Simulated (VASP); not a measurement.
**HfO2: single point with PBEsol**

HfO2:

```
Hf O
1.0
     3.55802    0.00000    0.00000
     0.00000    3.55802    0.00000
     0.00000    0.00000    5.17186
Hf O
2 4
Direct
  0.50000 0.50000 0.50000
  0.00000 0.00000 0.00000
  0.00000 0.50000 0.69721
  0.50000 0.00000 0.80279
  0.50000 0.00000 0.30279
  0.00000 0.50000 0.19721
```

```json
{
 "Program": "VASP 6.6.1",
 "Task": "single point",
 "Functional": "PBEsol",
 "Potentials or basis": "VASP PAW PBE potentials, release 64 (Hf_pv, O)",
 "Cutoff": "520 eV",
 "k mesh": "5 × 5 × 4",
 "Occupations": "gaussian, width 0.01 eV",
 "Spin": "no spin polarisation"
}
```

The pressure is -1.4 GPa, the largest force is 0.062 eV/Å and the band gap on the k mesh is 4.63 eV, indirect (least direct gap 4.71 eV).

Forces on the atoms (eV/Å):
```
Hf   0.000  0.000  0.000
Hf   0.000  0.000  0.000
O    0.000  0.000  0.062
O    0.000  0.000 -0.062
O    0.000  0.000 -0.062
O    0.000  0.000  0.062
```

Stress tensor (GPa, compression positive):
```
-1.15  0.00  0.00
 0.00 -1.15  0.00
 0.00  0.00 -1.81
```

Levels at points of the mesh, in eV from the valence-band top:
```tsv
k point	band 20	band 21	band 22	band 23	band 24	band 25
(0.00, 0.00, 0.00)	-0.12	-0.08	-0.08	4.63	4.66	5.92
(0.00, 0.00, 0.50)	-0.62	0.00	0.00	5.33	5.33	5.64
```

Run time: 31 s on 1 thread of Intel(R) Xeon(R) Platinum 8488C (Sapphire Rapids), on a shared host, peak memory 0.19 GiB.

Caveat: the PAW data sets were made with another functional, which shifts forces and pressure a little; spin-orbit coupling is left out, which moves the levels of the heavy elements. As with any semilocal functional, this PBEsol gap is likely too small.
